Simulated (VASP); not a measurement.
# SnSe2 (P-3m1) in VASP: a series of runs

SnSe2 is run at these levels: PBE; tasks: single point.

Everything below comes from runs of VASP 6.6.1. Logs are shortened: lines on timing, memory, paths and dates and some standing lists are left out, and cuts for length are marked.

### Step 1. The cell of the first run

Symmetry: P-3m1, No. 164, trigonal system. Conventional cell: a = 3.842 Å, b = 3.842 Å, c = 6.187 Å, α = 90.00°, β = 90.00°, γ = 120.00°. Sn (site symmetry -3m) has 6 Se at 2.70 Å within 3.6 Å. Se (site symmetry 3m) has 3 Sn at 2.70 Å within 3.6 Å.

### Step 2. Single point, PBE

INCAR

```
PREC = Accurate
ENCUT = 520
EDIFF = 1E-6
ISMEAR = 0
SIGMA = 0.01
LREAL = False
LASPH = True
NELM = 60
ALGO = Normal
ISIF = 2
LWAVE = False
LCHARG = False
GGA = PE
NBANDS = 20
```

KPOINTS

```
Automatic mesh
0
Gamma
  6 6 3
```

POSCAR

```
SnSe2
1.0
    3.8424972961      0.0000000000      0.0000000000
   -1.9212486481      3.3277002686      0.0000000000
    0.0000000000      0.0000000000      6.1867130436
Sn Se
1 2
Direct
    0.0000000000      0.0000000000      0.0000000000
    0.3333333333      0.6666666667      0.2490000000
    0.6666666667      0.3333333333      0.7510000000
```

Potentials or basis: VASP PAW PBE potentials, release 64 (Sn_d, Se).

Launch:

```bash
$ cat potpaw_PBE.64/Sn_d/POTCAR potpaw_PBE.64/Se/POTCAR > POTCAR
$ mpirun -np 1 vasp_std > vasp.out
```

OUTCAR:

```text
PREC = Accurate
   ENCUT = 520
   EDIFF = 1E-6
   ISMEAR = 0
   LREAL = False
   LASPH = True
   NELM = 60
   ISIF = 2
   GGA = PE

 ion  position               nearest neighbor table
   1  0.000  0.000  0.000-   2 2.70   3 2.70   3 2.70   2 2.70   3 2.70   2 2.70
   2  0.333  0.667  0.249-   1 2.70   1 2.70   1 2.70
   3  0.667  0.333  0.751-   1 2.70   1 2.70   1 2.70

  LATTYP: Found a hexagonal cell.
 ALAT       =     3.8424972961
 C/A-ratio  =     1.6100760955

  Lattice vectors:

 A1 = (   3.8424972961,   0.0000000000,   0.0000000000)
 A2 = (  -1.9212486481,   3.3277002686,   0.0000000000)
 A3 = (   0.0000000000,   0.0000000000,   6.1867130436)

Analysis of symmetry for initial positions (statically):
=====================================================================
 Subroutine PRICEL returns:
 Original cell was already a primitive cell.

 Routine SETGRP: Setting up the symmetry group for a
 hexagonal supercell.

 Subroutine GETGRP returns: Found 12 space group operations
 (whereof 12 operations were pure point group operations)
 out of a pool of 24 trial point group operations.

The static configuration has the point symmetry D_3d.

Analysis of symmetry for dynamics (positions and initial velocities):
=====================================================================
 Subroutine PRICEL returns:
 Original cell was already a primitive cell.

 Routine SETGRP: Setting up the symmetry group for a
 hexagonal supercell.

 Subroutine GETGRP returns: Found 12 space group operations
 (whereof 12 operations were pure point group operations)
 out of a pool of 24 trial point group operations.

The dynamic configuration has the point symmetry D_3d.

 Subroutine INISYM returns: Found 12 space group operations
 (whereof 12 operations are pure point group operations),
 and found     1 'primitive' translations

----------------------------------------------------------------------------------------

                                     Primitive cell

  volume of cell :      79.1075

  direct lattice vectors                    reciprocal lattice vectors
     3.842497296  0.000000000  0.000000000     0.260247418  0.150253917  0.000000000
    -1.921248648  3.327700269  0.000000000     0.000000000  0.300507834  0.000000000
     0.000000000  0.000000000  6.186713044     0.000000000  0.000000000  0.161636719

  length of vectors
     3.842497296  3.842497293  6.186713044     0.300507834  0.300507834  0.161636719

  position of ions in fractional coordinates (direct lattice)
     0.000000000  0.000000000  0.000000000
     0.333333333  0.666666667  0.249000000
     0.666666667  0.333333333  0.751000000

  ion indices of the primitive-cell ions
   primitive index   ion index
                 1           1
                 2           2
                 3           3

----------------------------------------------------------------------------------------

 KPOINTS: Automatic mesh

Automatic generation of k-mesh.
 Grid dimensions read from file:
 generate k-points for:    6    6    3

 Generating k-lattice:

  Cartesian coordinates                     Fractional coordinates (reciprocal lattice)
     0.043374570  0.025042320  0.000000000     0.166666667  0.000000000  0.000000000
     0.000000000  0.050084639  0.000000000     0.000000000  0.166666667  0.000000000
     0.000000000  0.000000000  0.053878906     0.000000000  0.000000000  0.333333333

  Length of vectors
     0.050084639  0.050084639  0.053878906

  Shift w.r.t. Gamma in fractional coordinates (k-lattice)
     0.000000000  0.000000000  0.000000000

 Subroutine IBZKPT returns following result:
 ===========================================

 Found     17 irreducible k-points:

 Following reciprocal coordinates:
            Coordinates               Weight
  0.000000  0.000000  0.000000      1.000000
  0.166667  0.000000  0.000000      6.000000
  0.333333  0.000000  0.000000      6.000000
  0.500000  0.000000  0.000000      3.000000
  0.166667  0.166667  0.000000      6.000000
  0.333333  0.166667  0.000000     12.000000
[... 9 lines left out ...]
 -0.166667  0.500000  0.333333     12.000000
  0.333333  0.333333  0.333333      4.000000
   k-points           NKPTS =     17   k-points in BZ     NKDIM =     17   number of bands    NBANDS=     20
   number of dos      NEDOS =    301   number of ions     NIONS =      3
   total plane-waves  NPLWV =  43200
   dimension x,y,z NGX =    30 NGY =   30 NGZ =   48
   dimension x,y,z NGXF=    60 NGYF=   60 NGZF=   96
   ions per type =               1   2
   NGX,Y,Z   is equivalent  to a cutoff of  12.98, 12.98, 12.90 a.u.
   NGXF,Y,Z  is equivalent  to a cutoff of  25.96, 25.96, 25.80 a.u.
 SYSTEM =  unknown system
   PREC   = accura    normal or accurate (medium, high low for compatibility)
   ISTART =      0    job   : 0-new  1-cont  2-samecut
   ICHARG =      2    charge: 1-file 2-atom 10-const
   ISPIN  =      1    spin polarized calculation?
   LNONCOLLINEAR =      F non collinear calculations
   LSORBIT =      F    spin-orbit coupling
   LASPH  =      T    aspherical Exc in radial PAW
   ENCUT  =  520.0 eV  38.22 Ry    6.18 a.u.   7.14  7.14 11.50*2*pi/ulx,y,z
   NELM   =     60;   NELMIN=  2; NELMDL= -5     # of ELM steps
   EDIFF  = 0.1E-05   stopping-criterion for ELM
   LREAL  =      F    real-space projection
   EDIFFG = 0.1E-04   stopping-criterion for IOM
   NSW    =      0    number of steps for IOM
   IBRION =     -1    ionic relax: 0-MD 1-quasi-New 2-CG
   NFREE  =      0    steps in history (QN), initial steepest desc. (CG)
   ISIF   =      2    stress and relaxation
   ISYM   =      2    0-nonsym 1-usesym 2-fastsym
   POTIM  = 0.5000    time-step for ionic-motion
   TEBEG  =    0.0;   TEEND  =   0.0 temperature during run
   PSTRESS=    0.0 pullay stress
   NELECT =      26.0000    total number of electrons
   NUPDOWN=      -1.0000    fix difference up-down
   EMIN   =  10.00;   EMAX   =-10.00  energy-range for DOS
   EFERMI =   0.00;   METHOD = LEGACY
   ISMEAR =     0;   SIGMA  =   0.01  broadening in eV -4-tet -1-fermi 0-gaus
   EFERMI_NEDOS =   21; number of points for ismear=-14 and -15
   IALGO  =     38    algorithm
   IMIX   =      4    mixing-type and parameters
     AMIX     =   0.40;   BMIX     =  1.00
     AMIX_MAG =   1.60;   BMIX_MAG =  1.00
  volume/ion in A,a.u.               =      26.37       177.95
  Fermi-wavevector in a.u.,A,eV,Ry     =   1.129779  2.134972 17.366474  1.276400
  Thomas-Fermi vector in A             =   2.266473
   LORBIT       =      0    0 simple, 1 ext, 2 COOP (PROOUT), +10 PAW based schemes
   GGA     = PE    functional components
   LHFCALC =     F    Hartree Fock is set to
   AEXX    =    0.0000 exact exchange contribution
   IVDW    =     0    specifies the selected vdW correction
   LEPSILON=     F    determine dielectric tensor
   LRPA    =     F    only Hartree local field effects (RPA)
 non-spin polarized calculation
 Gauss-broadening in eV      SIGMA  =   0.01
  energy-cutoff  :      520.00
  volume of cell :       79.11
 maximum number of plane-waves:      2156
 NGX is ok and might be reduce to    30
   NGX = 15   NGY = 15   NGZ = 23

 number of electron      25.9999993 magnetization

 Free energy of the ion-electron system (eV)
  ---------------------------------------------------
  ext. energy  EPLUGINS =         0.00000000
  ---------------------------------------------------
  free energy    TOTEN  =       -11.78771617 eV

  energy without entropy =      -11.78771617  energy(sigma->0) =      -11.78771617

 E-fermi :   3.9507     XC(G=0):  -9.3405

 val. band max:        3.9031435299   @ k =   0.0000   0.0000   0.0000
 cond. band min:       4.6462067462   @ k =   0.5000   0.0000   0.3333
 fundamental gap:      0.7430632163
 Fermi energy:         3.9506817813

 k-point     1 :       0.0000    0.0000    0.0000
  band No.  band energies     occupation
      1     -17.3290      2.00000
      2     -17.3290      2.00000
      3     -17.2955      2.00000
      4     -17.2815      2.00000
      5     -17.2815      2.00000
      6      -9.9043      2.00000
[... 12 lines left out ...]
     19      12.8278      0.00000
     20      12.8278      0.00000

 k-point     2 :       0.1667    0.0000    0.0000
  band No.  band energies     occupation
      1     -17.3414      2.00000
      2     -17.3213      2.00000
      3     -17.2903      2.00000
      4     -17.2846      2.00000
      5     -17.2791      2.00000
      6      -9.6392      2.00000
[... 12 lines left out ...]
     19      12.1788      0.00000
     20      13.1023      0.00000

 k-point     3 :       0.3333    0.0000    0.0000
  band No.  band energies     occupation
      1     -17.3691      2.00000
      2     -17.3129      2.00000
      3     -17.2978      2.00000
      4     -17.2698      2.00000
      5     -17.2672      2.00000
      6      -8.9333      2.00000
[... 12 lines left out ...]
     19      12.7979      0.00000
     20      13.6488      0.00000

 k-point     4 :       0.5000    0.0000    0.0000
  band No.  band energies     occupation
      1     -17.3835      2.00000
      2     -17.3117      2.00000
      3     -17.3020      2.00000
      4     -17.2614      2.00000
      5     -17.2581      2.00000
      6      -8.3231      2.00000
[... 12 lines left out ...]
     19      13.8042      0.00000
     20      14.5031      0.00000

 k-point     5 :       0.1667    0.1667    0.0000
  band No.  band energies     occupation
      1     -17.3559      2.00000
      2     -17.3200      2.00000
      3     -17.2902      2.00000
      4     -17.2831      2.00000
      5     -17.2676      2.00000
      6      -9.1478      2.00000
[... 12 lines left out ...]
     19      10.9471      0.00000
     20      13.9881      0.00000

 k-point     6 :       0.3333    0.1667    0.0000
  band No.  band energies     occupation
      1     -17.3697      2.00000
      2     -17.3229      2.00000
      3     -17.2937      2.00000
      4     -17.2705      2.00000
      5     -17.2602      2.00000
      6      -8.3939      2.00000
[... 12 lines left out ...]
     19      12.3852      0.00000
     20      13.8518      0.00000

 k-point     7 :       0.3333    0.3333    0.0000
  band No.  band energies     occupation
      1     -17.3482      2.00000
      2     -17.3482      2.00000
      3     -17.2779      2.00000
      4     -17.2779      2.00000
      5     -17.2654      2.00000
      6      -7.8864      2.00000
[... 12 lines left out ...]
     19      12.2838      0.00000
     20      12.2838      0.00000
[... 116 lines left out ...]
 k-point    13 :       0.5000    0.0000    0.3333
  band No.  band energies     occupation
      1     -17.3836      2.00000
      2     -17.3117      2.00000
      3     -17.3020      2.00000
      4     -17.2613      2.00000
      5     -17.2581      2.00000
      6      -8.2587      2.00000
[... 12 lines left out ...]
     19      13.2680      0.00000
     20      15.1920      0.00000

 k-point    14 :       0.1667    0.1667    0.3333
  band No.  band energies     occupation
      1     -17.3560      2.00000
      2     -17.3200      2.00000
      3     -17.2902      2.00000
      4     -17.2831      2.00000
      5     -17.2676      2.00000
      6      -9.0426      2.00000
[... 12 lines left out ...]
     19      11.8526      0.00000
     20      12.7289      0.00000

 k-point    15 :       0.3333    0.1667    0.3333
  band No.  band energies     occupation
      1     -17.3698      2.00000
      2     -17.3229      2.00000
      3     -17.2938      2.00000
      4     -17.2705      2.00000
      5     -17.2602      2.00000
      6      -8.3220      2.00000
[... 12 lines left out ...]
     19      12.9946      0.00000
     20      13.5488      0.00000

 k-point    16 :      -0.1667    0.5000    0.3333
  band No.  band energies     occupation
      1     -17.3698      2.00000
      2     -17.3229      2.00000
      3     -17.2938      2.00000
      4     -17.2705      2.00000
      5     -17.2602      2.00000
      6      -8.3239      2.00000
[... 12 lines left out ...]
     19      12.2072      0.00000
     20      13.6978      0.00000

 k-point    17 :       0.3333    0.3333    0.3333
  band No.  band energies     occupation
      1     -17.3483      2.00000
      2     -17.3483      2.00000
      3     -17.2779      2.00000
      4     -17.2779      2.00000
      5     -17.2653      2.00000
      6      -7.8770      2.00000
[... 12 lines left out ...]
     19      12.8149      0.00000
     20      12.8149      0.00000

------------------------ aborting loop because EDIFF is reached ----------------------------------------

  FORCE on cell =-STRESS in cart. coord.  units (eV):
  Direction    XX          YY          ZZ          XY          YZ          ZX
  --------------------------------------------------------------------------------------
  -------------------------------------------------------------------------------------
  Total        1.5961062      1.5961062      2.3498348     -0.0000000      0.0000000      0.0000000
  in kB       32.3261971     32.3261971     47.5915852     -0.0000000      0.0000000      0.0000000
  external PRESSURE =      37.4146598 kB  Pullay stress =       0.0000000 kB

 VOLUME and BASIS-vectors are now :
 -----------------------------------------------------------------------------
  energy-cutoff  :      520.00
  volume of cell :       79.11
      direct lattice vectors                 reciprocal lattice vectors
     3.842497296  0.000000000  0.000000000     0.260247418  0.150253917  0.000000000
    -1.921248648  3.327700269  0.000000000     0.000000000  0.300507834  0.000000000
     0.000000000  0.000000000  6.186713044     0.000000000  0.000000000  0.161636719

 POSITION                                       TOTAL-FORCE (eV/Angst)
 -----------------------------------------------------------------------------------
      0.00000      0.00000      0.00000        -0.000000      0.000000      0.000000
     -0.00000      2.21847      1.54049        -0.000000      0.000000      0.533034
      1.92125      1.10923      4.64622         0.000000     -0.000000     -0.533034
 -----------------------------------------------------------------------------------
    total drift:                                0.000000     -0.000000      0.000000

  FREE ENERGIE OF THE ION-ELECTRON SYSTEM (eV)
  ---------------------------------------------------
  free  energy   TOTEN  =       -11.7877161730 eV

  energy  without entropy=      -11.7877161730  energy(sigma->0) =      -11.78771617
```

It took 50 s on 1 thread of Intel Xeon 6975P-C, shared host; peak memory 0.2 GiB.

What came out:

```
Free energy            : -11.7877 eV
Pressure               : 3.7 GPa
Largest force          : 0.533 eV/Å
Band gap on the k mesh : 0.74 eV, indirect (least direct gap 0.99 eV)
```

Forces in eV/Å, atoms in the order of the input:
```
Sn   0.000  0.000  0.000
Se   0.000  0.000  0.533
Se   0.000  0.000 -0.533
```

Caveat: spin-orbit coupling is left out, which moves the levels of the heavy elements; this functional lacks dispersion, which binds the layers, so the pressure and a relaxed spacing across them are unreliable.

### Step 3. Single point, PBE

This run uses another cell than the first one, of 27.01 Å³/atom, 1.024 times its volume.

INCAR

```
PREC = Accurate
ENCUT = 520
EDIFF = 1E-7
ISMEAR = 0
SIGMA = 0.01
LREAL = False
LASPH = True
NELM = 60
ALGO = Normal
ISIF = 2
LWAVE = False
LCHARG = True
GGA = PE
LELF = True
LVHAR = True
NBANDS = 20
```

KPOINTS

```
regular mesh
0
Gamma
  6 6 3
```

POSCAR

```
SnSe2
1.0
    3.8734865158      0.0000000000      0.0000000000
   -1.9367432579      3.3545377200      0.0000000000
    0.0000000000      0.0000000000      6.2366080454
Sn Se
1 2
Direct
    0.0000000000      0.0000000000      0.0000000000
    0.3333333333      0.6666666667      0.2490000000
    0.6666666667      0.3333333333      0.7510000000
```

Potentials or basis: VASP PAW PBE potentials, release 64 (Sn_d, Se).

Launch:

```bash
$ cat potpaw_PBE.64/Sn_d/POTCAR potpaw_PBE.64/Se/POTCAR > POTCAR
$ mpirun -np 1 vasp_std > vasp.out
```

It took 65 s on 1 thread of Intel Xeon 6975P-C, shared host; peak memory 0.2 GiB.

It converged, with:

```
Free energy            : -11.8225 eV
Pressure               : 2.0 GPa
Largest force          : 0.316 eV/Å
Band gap on the k mesh : 0.72 eV, indirect (least direct gap 0.89 eV)
```

Forces on the atoms (eV/Å):
```
Sn   0.000  0.000  0.000
Se   0.000  0.000  0.316
Se   0.000  0.000 -0.316
```

Stress tensor (GPa, compression positive):
```
1.52 0.00 0.00
0.00 1.52 0.00
0.00 0.00 3.09
```

Levels at points of the mesh, in eV from the valence-band top:
```tsv
k point	band 10	band 11	band 12	band 13	band 14	band 15	band 16	band 17
(0.00, 0.00, 0.00)	-0.63	-0.35	-0.35	0.00	0.89	2.93	4.56	4.56
(0.50, 0.00, 0.00)	-2.70	-2.49	-1.08	-0.27	1.11	3.76	5.38	5.51
```

Caveat: spin-orbit coupling is left out, which moves the levels of the heavy elements; this functional lacks dispersion, which binds the layers, so the pressure and a relaxed spacing across them are unreliable. A k mesh can miss the band edges.

### Step 4. Single point, PBE

This run uses another cell than the first one, of 27.66 Å³/atom, 1.049 times its volume.

INCAR

```
PREC = Accurate
ENCUT = 520
EDIFF = 1E-6
ISMEAR = 0
SIGMA = 0.01
LREAL = F
LASPH = T
NELM = 100
ALGO = Normal
ISIF = 2
LWAVE = F
LCHARG = T
GGA = PE
LELF = T
LVHAR = T
NBANDS = 20
```

KPOINTS

```
Automatic mesh
0
Gamma
  6 6 3
```

POSCAR

```
SnSe2
1.0
    3.9039876655      0.0000000000      0.0000000000
   -1.9519938327      3.3809524904      0.0000000000
    0.0000000000      0.0000000000      6.2857172173
Sn Se
1 2
Direct
    0.0000000000      0.0000000000      0.0000000000
    0.3333333333      0.6666666667      0.2490000000
    0.6666666667      0.3333333333      0.7510000000
```

Launch:

```bash
$ cat potpaw_PBE.64/Sn_d/POTCAR potpaw_PBE.64/Se/POTCAR > POTCAR
$ mpirun -np 1 vasp_std > vasp.out
```

Wall time 60 s (1 thread of Intel Xeon 6975P-C, shared host); peak memory 0.2 GiB.

Results (log left out):

```
Free energy            : -11.8383 eV
Pressure               : 0.6 GPa
Largest force          : 0.118 eV/Å
Band gap on the k mesh : 0.70 eV, indirect (least direct gap 0.81 eV)
```

Forces on the atoms (eV/Å):
```
Sn   0.000  0.000  0.000
Se   0.000  0.000  0.118
Se   0.000  0.000 -0.118
```

Stress tensor (GPa, compression positive):
```
0.03 0.00 0.00
0.00 0.03 0.00
0.00 0.00 1.63
```

Levels at points of the mesh, in eV from the valence-band top:
```
           k point  band 10  band 11  band 12  band 13  band 14  band 15  band 16  band 17
(0.00, 0.00, 0.00)    -0.60    -0.33    -0.33     0.00     0.81     2.92     4.52     4.52
(0.50, 0.00, 0.00)    -2.61    -2.40    -1.02    -0.25     1.08     3.74     5.33     5.54
```

Caveat: spin-orbit coupling is left out, which moves the levels of the heavy elements; this functional lacks dispersion, which binds the layers, so the pressure and a relaxed spacing across them are unreliable. A k mesh can miss the band edges.

(Continued in part 2 of 2.)
